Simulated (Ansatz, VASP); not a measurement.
# SnO2: VASP beside Ansatz

INCAR

```
SYSTEM = SnO2
ALGO     = Normal         ! electronic algorithm
EDIFF    = 1E-6           ! SCF threshold, eV
ENCUT    = 520            ! plane-wave cutoff, eV
GGA      = CA             ! functional
ISIF     = 2              ! what is computed and relaxed
ISMEAR   = 0              ! smearing method
LASPH    = .True.         ! aspherical terms in the spheres
LCHARG   = .True.         ! write CHGCAR
LELF     = .True.         ! ELF
LREAL    = .False.        ! projectors in reciprocal space
LVHAR    = .True.       
LWAVE    = .False.        ! write WAVECAR
NBANDS   = 35             ! bands
NELM     = 80             ! most SCF steps
PREC     = Accurate       ! precision mode
SIGMA    = 0.05           ! smearing width, eV
```

File KPOINTS:

```
k-points
0
Gamma
  6 6 8
  0 0 0
```

POSCAR

```
SnO2
1.0
    4.7201335122      0.0000000000      0.0000000000
    0.0000000000      4.7206343096      0.0000000000
    0.0000000000      0.0000000000      3.1888226875
Sn O
2 4
Direct
    0.5065055932      0.5075136948      0.5000000000
   -0.0065189374      0.0075252158      0.0000000000
    0.3569220680      0.2513925257      0.0000000000
    0.8088328485      0.1928143286      0.5000000000
    0.1431274380      0.7514351388      0.5000000000
    0.6912166576      0.6927717155      0.0000000000
```

Input for Ansatz:

```yaml
crystal:
  lattice:
    - [4.7201335122, 0.0, 0.0]
    - [0.0, 4.7206343096, 0.0]
    - [0.0, 0.0, 3.1888226875]
  atoms:
    - { symbol: Sn, position: [0.5065055932, 0.5075136948, 0.5] }
    - { symbol: Sn, position: [-0.0065189374, 0.0075252158, 0.0] }
    - { symbol: O, position: [0.356922068, 0.2513925257, 0.0] }
    - { symbol: O, position: [0.8088328485, 0.1928143286, 0.5] }
    - { symbol: O, position: [0.143127438, 0.7514351388, 0.5] }
    - { symbol: O, position: [0.6912166576, 0.6927717155, 0.0] }
basis:
  ecutwfc: 520.0
kpoints:
  mp_grid: { grid: [6, 6, 8] }
hamiltonian:
  xc: lda
  pseudopotentials: { kind: paw, azcp: { folder: soft_1 } }
scf:
  occupations: { method: gaussian, width: 0.05 }
output:
  forces: true
  stress: true
  eigenvalues: true
```

Change from the starting cell: mode 4 frozen in at +0.179 Å and mode 7 at +0.174 Å (largest displacements).

Alike in both runs: task single point; functional LDA; k mesh 6 × 6 × 8; occupations gaussian, width 0.05 eV; no spin polarisation.

```csv
,VASP,Ansatz
version,VASP 6.6.1,Ansatz 0.2.0
potentials or method,"VASP PAW LDA potentials, release 64 (Sn_d, O), cutoff 520 eV","scalar-relativistic, plane waves, PAW"
valence electrons in the cell,52,52
```

```tsv
	VASP	Ansatz	Ansatz less VASP
gap on the k mesh at the Fermi level (eV)	1.40	1.38	-0.019
least direct gap on the mesh (eV)	1.42	1.41	-0.014
pressure (GPa)	-0.5	-1.8	-1.30
traceless stress, the component that is largest in VASP (GPa)	-2.61	-2.42	+0.195
rms of the force components (eV/Å)	0.550	0.547	-0.0031
```

Ansatz warns that its potentials were made for another functional, while VASP's fit it. LDA's correlation is that of Perdew and Zunger in VASP and of Perdew and Wang (1992) in Ansatz. Atom by atom the forces differ by 0.019 eV/Å (rms over components).
